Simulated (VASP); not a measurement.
# TaC (Fm-3m) in VASP: single point with LDA

Aim: the single point of TaC with LDA.

Program: VASP 6.6.1. These are calculated values, not measurements. Logs are shortened: lines on timing, memory, paths and dates and some standing lists are left out, and cuts for length are marked.

### Step 1. The cell of the first run

Symmetry: Fm-3m, No. 225, cubic system. The conventional cell has a = 4.454 Å, b = 4.454 Å, c = 4.454 Å, α = 90.00°, β = 90.00°, γ = 90.00°. Within 2.9 Å of Ta (site symmetry m-3m) lie 6 C at 2.23 Å. Within 2.9 Å of C (site symmetry m-3m) lie 6 Ta at 2.23 Å.

### Step 2. Single point, LDA

Input file INCAR:

```
SYSTEM = TaC
PREC = Accurate
ENCUT = 700
EDIFF = 1E-6
ISMEAR = 0
SIGMA = 0.1
LREAL = .FALSE.
LASPH = .TRUE.
NELM = 120
ALGO = Normal
ISIF = 2
LWAVE = .FALSE.
LCHARG = .FALSE.
GGA = CA
NBANDS = 16
GGA_COMPAT = .FALSE.
```

Input file KPOINTS:

```
Automatic mesh
0
G
  8 8 8
  0 0 0
```

Input file POSCAR:

```
TaC
1.0
    0.0000000000      2.2270000000      2.2270000000
    2.2270000000      0.0000000000      2.2270000000
    2.2270000000      2.2270000000      0.0000000000
Ta C
1 1
Direct
    0.0000000000      0.0000000000      0.0000000000
    0.5000000000      0.5000000000      0.5000000000
```

Potentials or basis: VASP PAW LDA potentials, release 64 (Ta_sv_GW, C).

The run is started by

```sh
$ cat potpaw_LDA.64/Ta_sv_GW/POTCAR potpaw_LDA.64/C/POTCAR > POTCAR
$ mpirun -np 1 vasp_std > vasp.out
```

OUTCAR:

```text
SYSTEM = TaC
   PREC = Accurate
   ENCUT = 700
   EDIFF = 1E-6
   ISMEAR = 0
   LREAL = .FALSE.
   LASPH = .TRUE.
   NELM = 120
   ISIF = 2
   GGA = CA

 ion  position               nearest neighbor table
   1  0.000  0.000  0.000-   2 2.23   2 2.23   2 2.23   2 2.23   2 2.23   2 2.23
   2  0.500  0.500  0.500-   1 2.23   1 2.23   1 2.23   1 2.23   1 2.23   1 2.23

  LATTYP: Found a face centered cubic cell.
 ALAT       =     4.4540000000

  Lattice vectors:

 A1 = (   0.0000000000,   2.2270000000,   2.2270000000)
 A2 = (   2.2270000000,   0.0000000000,   2.2270000000)
 A3 = (   2.2270000000,   2.2270000000,   0.0000000000)

Analysis of symmetry for initial positions (statically):
=====================================================================
 Subroutine PRICEL returns:
 Original cell was already a primitive cell.

 Routine SETGRP: Setting up the symmetry group for a
 face centered cubic supercell.

 Subroutine GETGRP returns: Found 48 space group operations
 (whereof 48 operations were pure point group operations)
 out of a pool of 48 trial point group operations.

The static configuration has the point symmetry O_h .

Analysis of symmetry for dynamics (positions and initial velocities):
=====================================================================
 Subroutine PRICEL returns:
 Original cell was already a primitive cell.

 Routine SETGRP: Setting up the symmetry group for a
 face centered cubic supercell.

 Subroutine GETGRP returns: Found 48 space group operations
 (whereof 48 operations were pure point group operations)
 out of a pool of 48 trial point group operations.

The dynamic configuration has the point symmetry O_h .

 Subroutine INISYM returns: Found 48 space group operations
 (whereof 48 operations are pure point group operations),
 and found     1 'primitive' translations

----------------------------------------------------------------------------------------

                                     Primitive cell

  volume of cell :      22.0897

  direct lattice vectors                    reciprocal lattice vectors
     0.000000000  2.227000000  2.227000000    -0.224517288  0.224517288  0.224517288
     2.227000000  0.000000000  2.227000000     0.224517288 -0.224517288  0.224517288
     2.227000000  2.227000000  0.000000000     0.224517288  0.224517288 -0.224517288

  length of vectors
     3.149453603  3.149453603  3.149453603     0.388875350  0.388875350  0.388875350

  position of ions in fractional coordinates (direct lattice)
     0.000000000  0.000000000  0.000000000
     0.500000000  0.500000000  0.500000000

  ion indices of the primitive-cell ions
   primitive index   ion index
                 1           1
                 2           2

----------------------------------------------------------------------------------------

 KPOINTS: Automatic mesh

Automatic generation of k-mesh.
 Grid dimensions read from file:
 generate k-points for:    8    8    8

 Generating k-lattice:

  Cartesian coordinates                     Fractional coordinates (reciprocal lattice)
    -0.028064661  0.028064661  0.028064661     0.125000000  0.000000000  0.000000000
     0.028064661 -0.028064661  0.028064661     0.000000000  0.125000000  0.000000000
     0.028064661  0.028064661 -0.028064661     0.000000000  0.000000000  0.125000000

  Length of vectors
     0.048609419  0.048609419  0.048609419

  Shift w.r.t. Gamma in fractional coordinates (k-lattice)
     0.000000000  0.000000000  0.000000000

 Subroutine IBZKPT returns following result:
 ===========================================

 Found     29 irreducible k-points:

 Following reciprocal coordinates:
            Coordinates               Weight
  0.000000  0.000000  0.000000      1.000000
  0.125000  0.000000  0.000000      8.000000
  0.250000  0.000000  0.000000      8.000000
  0.375000  0.000000  0.000000      8.000000
  0.500000  0.000000  0.000000      4.000000
  0.125000  0.125000  0.000000      6.000000
[... 16 lines left out ...]
  0.500000  0.250000  0.125000     48.000000
 -0.375000  0.250000  0.125000     24.000000
 [... further k-points ...]
   k-points           NKPTS =     29   k-points in BZ     NKDIM =     29   number of bands    NBANDS=     16
   number of dos      NEDOS =    301   number of ions     NIONS =      2
   total plane-waves  NPLWV =  21952
   dimension x,y,z NGX =    28 NGY =   28 NGZ =   28
   dimension x,y,z NGXF=    56 NGYF=   56 NGZF=   56
   ions per type =               1   1
   NGX,Y,Z   is equivalent  to a cutoff of  14.78, 14.78, 14.78 a.u.
   NGXF,Y,Z  is equivalent  to a cutoff of  29.56, 29.56, 29.56 a.u.
 SYSTEM =  TaC
   PREC   = accura    normal or accurate (medium, high low for compatibility)
   ISTART =      0    job   : 0-new  1-cont  2-samecut
   ICHARG =      2    charge: 1-file 2-atom 10-const
   ISPIN  =      1    spin polarized calculation?
   LNONCOLLINEAR =      F non collinear calculations
   LSORBIT =      F    spin-orbit coupling
   LASPH  =      T    aspherical Exc in radial PAW
   ENCUT  =  700.0 eV  51.45 Ry    7.17 a.u.   6.79  6.79  6.79*2*pi/ulx,y,z
   NELM   =    120;   NELMIN=  2; NELMDL= -5     # of ELM steps
   EDIFF  = 0.1E-05   stopping-criterion for ELM
   LREAL  =      F    real-space projection
   EDIFFG = 0.1E-04   stopping-criterion for IOM
   NSW    =      0    number of steps for IOM
   IBRION =     -1    ionic relax: 0-MD 1-quasi-New 2-CG
   NFREE  =      0    steps in history (QN), initial steepest desc. (CG)
   ISIF   =      2    stress and relaxation
   ISYM   =      2    0-nonsym 1-usesym 2-fastsym
   POTIM  = 0.5000    time-step for ionic-motion
   TEBEG  =    0.0;   TEEND  =   0.0 temperature during run
   PSTRESS=    0.0 pullay stress
   NELECT =      17.0000    total number of electrons
   NUPDOWN=      -1.0000    fix difference up-down
   EMIN   =  10.00;   EMAX   =-10.00  energy-range for DOS
   EFERMI =   0.00;   METHOD = LEGACY
   ISMEAR =     0;   SIGMA  =   0.10  broadening in eV -4-tet -1-fermi 0-gaus
   EFERMI_NEDOS =   21; number of points for ismear=-14 and -15
   IALGO  =     38    algorithm
   IMIX   =      4    mixing-type and parameters
     AMIX     =   0.40;   BMIX     =  1.00
     AMIX_MAG =   1.60;   BMIX_MAG =  1.00
  volume/ion in A,a.u.               =      11.04        74.53
  Fermi-wavevector in a.u.,A,eV,Ry     =   1.500241  2.835044 30.622931  2.250722
  Thomas-Fermi vector in A             =   2.611767
   LORBIT       =      0    0 simple, 1 ext, 2 COOP (PROOUT), +10 PAW based schemes
   GGA     = CA    functional components
   LHFCALC =     F    Hartree Fock is set to
   AEXX    =    0.0000 exact exchange contribution
   IVDW    =     0    specifies the selected vdW correction
   LEPSILON=     F    determine dielectric tensor
   LRPA    =     F    only Hartree local field effects (RPA)
 non-spin polarized calculation
 Gauss-broadening in eV      SIGMA  =   0.10
  energy-cutoff  :      700.00
  volume of cell :       22.09
 maximum number of plane-waves:       950
   NGX = 13   NGY = 13   NGZ = 13

 number of electron      17.0000000 magnetization

 Free energy of the ion-electron system (eV)
  ---------------------------------------------------
  ext. energy  EPLUGINS =         0.00000000
  ---------------------------------------------------
  free energy    TOTEN  =       -26.78705870 eV

  energy without entropy =      -26.78160057  energy(sigma->0) =      -26.78432964

 E-fermi :  12.4328     XC(G=0): -13.7666

 val. band max:       12.1155681951   @ k =   0.3750   0.1250   0.0000
 cond. band min:      12.4972252086   @ k =  -0.3750   0.3750   0.1250
 fundamental gap:      0.3816570135
 Fermi energy:        12.4328180844

 k-point     1 :       0.0000    0.0000    0.0000
  band No.  band energies     occupation
      1     -56.1812      2.00000
      2     -22.6221      2.00000
      3     -22.6221      2.00000
      4     -22.6221      2.00000
      5      -2.3782      2.00000
      6      10.8621      2.00000
[... 8 lines left out ...]
     15      22.1456      0.00000
     16      36.3180      0.00000

 k-point     2 :       0.1250    0.0000    0.0000
  band No.  band energies     occupation
      1     -56.1742      2.00000
      2     -22.7349      2.00000
      3     -22.6335      2.00000
      4     -22.6335      2.00000
      5      -1.9416      2.00000
      6       9.2880      2.00000
[... 8 lines left out ...]
     15      23.1915      0.00000
     16      32.6078      0.00000

 k-point     3 :       0.2500    0.0000    0.0000
  band No.  band energies     occupation
      1     -56.1572      2.00000
      2     -22.9983      2.00000
      3     -22.6609      2.00000
      4     -22.6609      2.00000
      5      -0.7603      2.00000
      6       7.0684      2.00000
[... 8 lines left out ...]
     15      25.0614      0.00000
     16      29.8322      0.00000

 k-point     4 :       0.3750    0.0000    0.0000
  band No.  band energies     occupation
      1     -56.1402      2.00000
      2     -23.2503      2.00000
      3     -22.6880      2.00000
      4     -22.6880      2.00000
      5       0.8500      2.00000
      6       4.9726      2.00000
[... 8 lines left out ...]
     15      25.8387      0.00000
     16      26.3289      0.00000

 k-point     5 :       0.5000    0.0000    0.0000
  band No.  band energies     occupation
      1     -56.1331      2.00000
      2     -23.3516      2.00000
      3     -22.6992      2.00000
      4     -22.6992      2.00000
      5       2.1515      2.00000
      6       3.5492      2.00000
[... 8 lines left out ...]
     15      24.5457      0.00000
     16      24.5457      0.00000

 k-point     6 :       0.1250    0.1250    0.0000
  band No.  band energies     occupation
      1     -56.1718      2.00000
      2     -22.7269      2.00000
      3     -22.6599      2.00000
      4     -22.6599      2.00000
      5      -1.8163      2.00000
      6       8.5846      2.00000
[... 8 lines left out ...]
     15      23.5366      0.00000
     16      32.5759      0.00000

 k-point     7 :       0.2500    0.1250    0.0000
  band No.  band energies     occupation
      1     -56.1582      2.00000
      2     -22.9219      2.00000
      3     -22.6978      2.00000
      4     -22.6831      2.00000
      5      -0.9533      2.00000
      6       7.0052      2.00000
[... 8 lines left out ...]
     15      25.2778      0.00000
     16      28.8652      0.00000

 k-point     8 :       0.3750    0.1250    0.0000
  band No.  band energies     occupation
      1     -56.1412      2.00000
      2     -23.1638      2.00000
      3     -22.7249      2.00000
      4     -22.7228      2.00000
      5       0.3644      2.00000
      6       5.4995      2.00000
[... 8 lines left out ...]
     15      25.2779      0.00000
     16      26.9906      0.00000

 k-point     9 :       0.5000    0.1250    0.0000
  band No.  band energies     occupation
      1     -56.1308      2.00000
      2     -23.3045      2.00000
      3     -22.7651      2.00000
      4     -22.7257      2.00000
      5       1.6200      2.00000
      6       4.1938      2.00000
[... 8 lines left out ...]
     15      24.7142      0.00000
     16      25.5967      0.00000
[... 172 lines left out ...]
 k-point    19 :       0.5000    0.3750    0.0000
  band No.  band energies     occupation
      1     -56.1196      2.00000
      2     -23.2287      2.00000
      3     -22.9105      2.00000
      4     -22.8516      2.00000
      5      -0.0102      2.00000
      6       7.1573      2.00000
[... 8 lines left out ...]
     15      24.1963      0.00000
     16      28.6323      0.00000

 k-point    20 :      -0.3750    0.3750    0.0000
  band No.  band energies     occupation
      1     -56.1186      2.00000
      2     -23.1619      2.00000
      3     -23.0373      2.00000
      4     -22.8157      2.00000
      5       0.5185      2.00000
      6       6.3880      2.00000
[... 8 lines left out ...]
     15      24.2438      0.00000
     16      26.4880      0.00000

 k-point    21 :       0.5000    0.5000    0.0000
  band No.  band energies     occupation
      1     -56.1172      2.00000
      2     -23.2721      2.00000
      3     -22.8773      2.00000
      4     -22.8773      2.00000
      5      -0.2812      2.00000
      6       7.6740      2.00000
[... 8 lines left out ...]
     15      24.1371      0.00000
     16      30.1920      0.00000

 k-point    22 :       0.3750    0.2500    0.1250
  band No.  band energies     occupation
      1     -56.1446      2.00000
      2     -23.0514      2.00000
      3     -22.7992      2.00000
      4     -22.7025      2.00000
      5      -0.1186      2.00000
      6       6.0232      2.00000
[... 8 lines left out ...]
     15      25.8223      0.00000
     16      26.2513      0.00000

 k-point    23 :       0.5000    0.2500    0.1250
  band No.  band energies     occupation
      1     -56.1309      2.00000
      2     -23.1866      2.00000
      3     -22.8718      2.00000
      4     -22.7406      2.00000
      5       0.8386      2.00000
      6       5.2314      2.00000
[... 8 lines left out ...]
     15      24.5794      0.00000
     16      25.9591      0.00000

 k-point    24 :      -0.3750    0.2500    0.1250
  band No.  band energies     occupation
      1     -56.1252      2.00000
      2     -23.2451      2.00000
      3     -22.8915      2.00000
      4     -22.7631      2.00000
      5       1.3032      2.00000
      6       4.8303      2.00000
[... 8 lines left out ...]
     15      24.8826      0.00000
     16      26.1969      0.00000

 [... further k-points ...]

------------------------ aborting loop because EDIFF is reached ----------------------------------------

  FORCE on cell =-STRESS in cart. coord.  units (eV):
  Direction    XX          YY          ZZ          XY          YZ          ZX
  --------------------------------------------------------------------------------------
  -------------------------------------------------------------------------------------
  Total       -1.1398256     -1.1398256     -1.1398256      0.0000000      0.0000000      0.0000000
  in kB      -82.6719783    -82.6719783    -82.6719783      0.0000000      0.0000000      0.0000000
  external PRESSURE =     -82.6719783 kB  Pullay stress =       0.0000000 kB

 VOLUME and BASIS-vectors are now :
 -----------------------------------------------------------------------------
  energy-cutoff  :      700.00
  volume of cell :       22.09
      direct lattice vectors                 reciprocal lattice vectors
     0.000000000  2.227000000  2.227000000    -0.224517288  0.224517288  0.224517288
     2.227000000  0.000000000  2.227000000     0.224517288 -0.224517288  0.224517288
     2.227000000  2.227000000  0.000000000     0.224517288  0.224517288 -0.224517288

 POSITION                                       TOTAL-FORCE (eV/Angst)
 -----------------------------------------------------------------------------------
      0.00000      0.00000      0.00000        -0.000000      0.000000      0.000000
      2.22700      2.22700      2.22700         0.000000     -0.000000     -0.000000
 -----------------------------------------------------------------------------------
    total drift:                               -0.000000      0.000000      0.000000

  FREE ENERGIE OF THE ION-ELECTRON SYSTEM (eV)
  ---------------------------------------------------
  free  energy   TOTEN  =       -26.7870587035 eV

  energy  without entropy=      -26.7816005707  energy(sigma->0) =      -26.78432964
```

Wall time 17 s (1 thread of Intel Xeon Platinum 8259CL at 2.50GHz (Skylake/Cascade Lake), shared host); peak memory 0.16 GiB.

Results:

```
Free energy            : -26.7871 eV
Pressure               : -8.3 GPa
Band gap on the k mesh : zero (an odd number of electrons rules out a gap without spin polarisation)
```

Levels at points of the mesh, in eV from the Fermi level:
| k point | band 7 | band 8 | band 9 | band 10 | band 11 | band 12 |
| --- | --- | --- | --- | --- | --- | --- |
| (0.00, 0.00, 0.00) | -1.57 | -1.57 | -0.64 | -0.64 | -0.64 | 0.43 |
| (0.50, 0.00, 0.00) | -5.67 | -5.67 | 2.47 | 2.47 | 3.47 | 5.27 |
| (0.50, 0.50, 0.00) | -4.69 | -1.89 | -1.89 | 2.38 | 3.85 | 3.85 |

Caveat: the cell stands under tension; spin-orbit coupling is left out, which moves the levels of the heavy elements; an odd number of electrons without spin polarisation forces a metal; a magnetic or distorted state may lie lower.

The gap in the log of VASP goes by the Fermi energy; the results here count the filled bands.